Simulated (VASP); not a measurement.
# GaP (F-43m) in VASP: a series of runs

The runs below take GaP through single point, with PBE.

Everything below comes from runs of VASP 6.6.1. Logs are shortened: lines on timing, memory, paths and dates and some standing lists are left out, and cuts for length are marked.

## (1) The cell of the first run

The structure is cubic, space group F-43m (No. 216). The conventional cell has a = 5.342 Å, b = 5.342 Å, c = 5.342 Å, α = 90.00°, β = 90.00°, γ = 90.00°. Within 3.1 Å of Ga (site symmetry -43m) lie 4 P at 2.31 Å. P (site symmetry -43m) has 4 Ga at 2.31 Å within 3.1 Å.

## (2) Single point, PBE (strain -2.0%)

File INCAR:

```
SYSTEM = GaP
ALGO = Normal
EDIFF = 1E-6
ENCUT = 520
GGA = PE
ISIF = 2
ISMEAR = -1
LASPH = .TRUE.
LCHARG = .TRUE.
LELF = .TRUE.
LREAL = .FALSE.
LVHAR = .TRUE.
LWAVE = .FALSE.
NBANDS = 16
NELM = 100
PREC = Accurate
SIGMA = 0.02
```

File KPOINTS:

```
k-points
0
G
  8 8 8
  0 0 0
```

File POSCAR:

```
GaP
1.0
    0.0000000000      2.6708913017      2.6708913017
    2.6708913017      0.0000000000      2.6708913017
    2.6708913017      2.6708913017      0.0000000000
Ga P
1 1
Direct
    0.0000000000      0.0000000000      0.0000000000
    0.2500000000      0.2500000000      0.2500000000
```

Potentials or basis: VASP PAW PBE potentials, release 64 (Ga_d, P).

Started as:

```sh
cat potpaw_PBE.64/Ga_d/POTCAR potpaw_PBE.64/P/POTCAR > POTCAR
mpirun -np 1 vasp_std > vasp.out
```

OUTCAR:

```text
SYSTEM = GaP
   EDIFF = 1E-6
   ENCUT = 520
   GGA = PE
   ISIF = 2
   ISMEAR = -1
   LASPH = .TRUE.
   LREAL = .FALSE.
   NELM = 100
   PREC = Accurate

 ion  position               nearest neighbor table
   1  0.000  0.000  0.000-   2 2.31   2 2.31   2 2.31   2 2.31
   2  0.250  0.250  0.250-   1 2.31   1 2.31   1 2.31   1 2.31

  LATTYP: Found a face centered cubic cell.
 ALAT       =     5.3417826034

  Lattice vectors:

 A1 = (   0.0000000000,   2.6708913017,   2.6708913017)
 A2 = (   2.6708913017,   0.0000000000,   2.6708913017)
 A3 = (   2.6708913017,   2.6708913017,   0.0000000000)

Analysis of symmetry for initial positions (statically):
=====================================================================
 Subroutine PRICEL returns:
 Original cell was already a primitive cell.

 Routine SETGRP: Setting up the symmetry group for a
 face centered cubic supercell.

 Subroutine GETGRP returns: Found 24 space group operations
 (whereof 24 operations were pure point group operations)
 out of a pool of 48 trial point group operations.

The static configuration has the point symmetry T_d .

Analysis of symmetry for dynamics (positions and initial velocities):
=====================================================================
 Subroutine PRICEL returns:
 Original cell was already a primitive cell.

 Routine SETGRP: Setting up the symmetry group for a
 face centered cubic supercell.

 Subroutine GETGRP returns: Found 24 space group operations
 (whereof 24 operations were pure point group operations)
 out of a pool of 48 trial point group operations.

The dynamic configuration has the point symmetry T_d .

 Subroutine INISYM returns: Found 24 space group operations
 (whereof 24 operations are pure point group operations),
 and found     1 'primitive' translations

----------------------------------------------------------------------------------------

                                     Primitive cell

  volume of cell :      38.1065

  direct lattice vectors                    reciprocal lattice vectors
     0.000000000  2.670891302  2.670891302    -0.187203425  0.187203425  0.187203425
     2.670891302  0.000000000  2.670891302     0.187203425 -0.187203425  0.187203425
     2.670891302  2.670891302  0.000000000     0.187203425  0.187203425 -0.187203425

  length of vectors
     3.777210702  3.777210702  3.777210702     0.324245844  0.324245844  0.324245844

[... 78 lines left out ...]
   ENCUT  =  520.0 eV  38.22 Ry    6.18 a.u.   7.02  7.02  7.02*2*pi/ulx,y,z
   NELM   =    100;   NELMIN=  2; NELMDL= -5     # of ELM steps
   EDIFF  = 0.1E-05   stopping-criterion for ELM
   LREAL  =      F    real-space projection
   EDIFFG = 0.1E-04   stopping-criterion for IOM
   NSW    =      0    number of steps for IOM
   IBRION =     -1    ionic relax: 0-MD 1-quasi-New 2-CG
   NFREE  =      0    steps in history (QN), initial steepest desc. (CG)
   ISIF   =      2    stress and relaxation
   ISYM   =      2    0-nonsym 1-usesym 2-fastsym
   POTIM  = 0.5000    time-step for ionic-motion
   TEBEG  =    0.0;   TEEND  =   0.0 temperature during run
   PSTRESS=    0.0 pullay stress
   NELECT =      18.0000    total number of electrons
   NUPDOWN=      -1.0000    fix difference up-down
   EMIN   =  10.00;   EMAX   =-10.00  energy-range for DOS
   EFERMI =   0.00;   METHOD = LEGACY
   ISMEAR =    -1;   SIGMA  =   0.02  broadening in eV -4-tet -1-fermi 0-gaus
   EFERMI_NEDOS =   21; number of points for ismear=-14 and -15
   IALGO  =     38    algorithm
   IMIX   =      4    mixing-type and parameters
     AMIX     =   0.40;   BMIX     =  1.00
     AMIX_MAG =   1.60;   BMIX_MAG =  1.00
  volume/ion in A,a.u.               =      19.05       128.58
  Fermi-wavevector in a.u.,A,eV,Ry     =   1.274968  2.409341 22.116878  1.625545
  Thomas-Fermi vector in A             =   2.407707
   LORBIT       =      0    0 simple, 1 ext, 2 COOP (PROOUT), +10 PAW based schemes
   GGA     = PE    functional components
   LHFCALC =     F    Hartree Fock is set to
   AEXX    =    0.0000 exact exchange contribution
   IVDW    =     0    specifies the selected vdW correction
   LEPSILON=     F    determine dielectric tensor
   LRPA    =     F    only Hartree local field effects (RPA)
 non-spin polarized calculation
  energy-cutoff  :      520.00
  volume of cell :       38.11
 maximum number of plane-waves:      1036
   NGX = 13   NGY = 13   NGZ = 13

 number of electron      17.9999984 magnetization

 Free energy of the ion-electron system (eV)
  ---------------------------------------------------
  ext. energy  EPLUGINS =         0.00000000
  ---------------------------------------------------
  free energy    TOTEN  =        -9.03696548 eV

  energy without entropy =       -9.03696548  energy(sigma->0) =       -9.03696548

 E-fermi :   5.7658     XC(G=0): -10.1112

 val. band max:        5.2906938062   @ k =   0.0000   0.0000   0.0000
 cond. band min:       6.8115226663   @ k =   0.5000   0.5000   0.0000
 fundamental gap:      1.5208288601
 Fermi energy:         5.7657937782

 k-point     1 :       0.0000    0.0000    0.0000
  band No.  band energies     occupation
      1      -9.3769      2.00000
      2      -9.3769      2.00000
      3      -9.3769      2.00000
      4      -9.2572      2.00000
      5      -9.2572      2.00000
      6      -7.6732      2.00000
[... 433 lines left out ...]
      3      -9.3248      2.00000
      4      -9.2640      2.00000
      5      -9.2484      2.00000
      6      -4.9592      2.00000
[... 8 lines left out ...]
     15      17.5060      0.00000
     16      18.1609      0.00000

 [... further k-points ...]

------------------------ aborting loop because EDIFF is reached ----------------------------------------

  FORCE on cell =-STRESS in cart. coord.  units (eV):
  Direction    XX          YY          ZZ          XY          YZ          ZX
  --------------------------------------------------------------------------------------
  -------------------------------------------------------------------------------------
  Total        2.0067185      2.0067185      2.0067185      0.0000000      0.0000000     -0.0000000
  in kB       84.3720120     84.3720120     84.3720120      0.0000000      0.0000000     -0.0000000
  external PRESSURE =      84.3720120 kB  Pullay stress =       0.0000000 kB

 VOLUME and BASIS-vectors are now :
 -----------------------------------------------------------------------------
  energy-cutoff  :      520.00
  volume of cell :       38.11
      direct lattice vectors                 reciprocal lattice vectors
     0.000000000  2.670891302  2.670891302    -0.187203425  0.187203425  0.187203425
     2.670891302  0.000000000  2.670891302     0.187203425 -0.187203425  0.187203425
     2.670891302  2.670891302  0.000000000     0.187203425  0.187203425 -0.187203425

 POSITION                                       TOTAL-FORCE (eV/Angst)
 -----------------------------------------------------------------------------------
      0.00000      0.00000      0.00000         0.000000      0.000000     -0.000000
      1.33545      1.33545      1.33545        -0.000000     -0.000000      0.000000
 -----------------------------------------------------------------------------------
    total drift:                                0.000002      0.000002      0.000002

  FREE ENERGIE OF THE ION-ELECTRON SYSTEM (eV)
  ---------------------------------------------------
  free  energy   TOTEN  =        -9.0369654797 eV

  energy  without entropy=       -9.0369654797  energy(sigma->0) =       -9.03696548
```

stdout:

```text
POSCAR found type information on POSCAR GaP
 POSCAR found :  2 types and       2 ions
 scaLAPACK will be used
 LDA part: xc-table for (Slater+PW92), standard interpolation
 POSCAR, INCAR and KPOINTS ok, starting setup
 FFT: planning ... GRIDC
 FFT: planning ... GRID_SOFT
 FFT: planning ... GRID
 WAVECAR not read
 entering main loop
```

Run time: 21 s. Hardware: 1 thread of AMD EPYC 7R13, shared host; peak memory 0.13 GiB.

What came out:

```yaml
Free_energy: -9.0370 eV
Pressure: 8.4 GPa
Band_gap_on_the_k_mesh: 1.52 eV, indirect (least direct gap 2.33 eV)
```

Levels at points of the mesh, in eV from the valence-band top:
```tsv
k point	band 7	band 8	band 9	band 10	band 11	band 12
(0.00, 0.00, 0.00)	0.00	0.00	0.00	2.33	3.87	3.87
(0.50, 0.00, 0.00)	-6.99	-1.21	-1.21	1.86	4.70	4.70
(0.50, 0.50, 0.00)	-7.05	-2.90	-2.90	1.52	1.75	11.05
```

Caveat: the cell differs from its parent crystal (strain -2.0%).

## (3) Single point, PBE

This run uses another cell than the first one, of 20.24 Å³/atom, 1.062 times its volume.

File INCAR:

```
SYSTEM = GaP
PREC = Accurate ; ENCUT = 520
EDIFF = 1E-6 ; ISMEAR = -1
SIGMA = 0.02 ; LREAL = .FALSE.
LASPH = .TRUE. ; NELM = 80
ALGO = Normal ; ISIF = 2
LWAVE = .FALSE. ; LCHARG = .FALSE.
GGA = PE ; NBANDS = 16
```

File KPOINTS:

```
Automatic mesh
0
G
  8 8 8
  0 0 0
```

File POSCAR:

```
GaP
1.0
    0.0000000000      2.7253992874      2.7253992874
    2.7253992874      0.0000000000      2.7253992874
    2.7253992874      2.7253992874      0.0000000000
Ga P
1 1
Direct
    0.0000000000      0.0000000000      0.0000000000
    0.2500000000      0.2500000000      0.2500000000
```

Potentials or basis: VASP PAW PBE potentials, release 64 (Ga_d, P).

Started as:

```sh
cat potpaw_PBE.64/Ga_d/POTCAR potpaw_PBE.64/P/POTCAR > POTCAR
mpirun -np 1 vasp_std > vasp.out
```

It took 32 s on 1 thread of AMD EPYC 7R13, shared host; peak memory 0.14 GiB.

Results (log left out):

| Property | Result |
| --- | --- |
| Free energy | -9.1162 eV |
| Pressure | 2.4 GPa |
| Band gap on the k mesh | 1.64 eV, indirect (least direct gap 1.82 eV) |

Levels at points of the mesh, in eV from the valence-band top:
```
           k point  band 7  band 8  band 9  band 10  band 11  band 12
(0.00, 0.00, 0.00)    0.00    0.00    0.00     1.83     3.89     3.89
(0.50, 0.00, 0.00)   -6.63   -1.12   -1.12     1.67     4.72     4.72
(0.50, 0.50, 0.00)   -6.75   -2.68   -2.68     1.66     1.82    10.60
```

A k mesh can miss the band edges. A hybrid or GW would open this gap; PBE tends to underestimate it.
